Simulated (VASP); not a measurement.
A run of VASP 6.6.1:

File INCAR:

```
SYSTEM = GaN
PREC = Accurate
ENCUT = 520
EDIFF = 1E-6
ISMEAR = 0
SIGMA = 0.03
LREAL = .False.
LASPH = .True.
NELM = 80
ALGO = Normal
ISIF = 2
LWAVE = .False.
LCHARG = .False.
GGA = PS
NBANDS = 16
```

File KPOINTS:

```
regular mesh
0
Gamma
  16 16 16
  0 0 0
```

Contents of POSCAR:

```
GaN
1.0
    0.0000000000      2.1954138711      2.0197807615
    2.1954138711      0.0000000000      2.0197807615
    2.1954138711      2.1954138711      0.0000000000
Ga N
1 1
Direct
    0.0000000000      0.0000000000      0.0000000000
    0.5000000000      0.5000000000      0.5000000000
```

Potentials or basis: VASP PAW PBE potentials, release 64 (Ga_d, N).

Run with:

```console
$ cat potpaw_PBE.64/Ga_d/POTCAR potpaw_PBE.64/N/POTCAR > POTCAR
$ mpirun -np 1 vasp_std > vasp.out
```

Hardware: 1 thread of Intel Xeon 8259CL (shared host).

Estimate the wall time of this run.

Run time: 2.1 min on 1 thread of Intel Xeon 8259CL, with other jobs on the host, peak memory 0.23 GiB. Counts: scf iterations 12, k points 349.
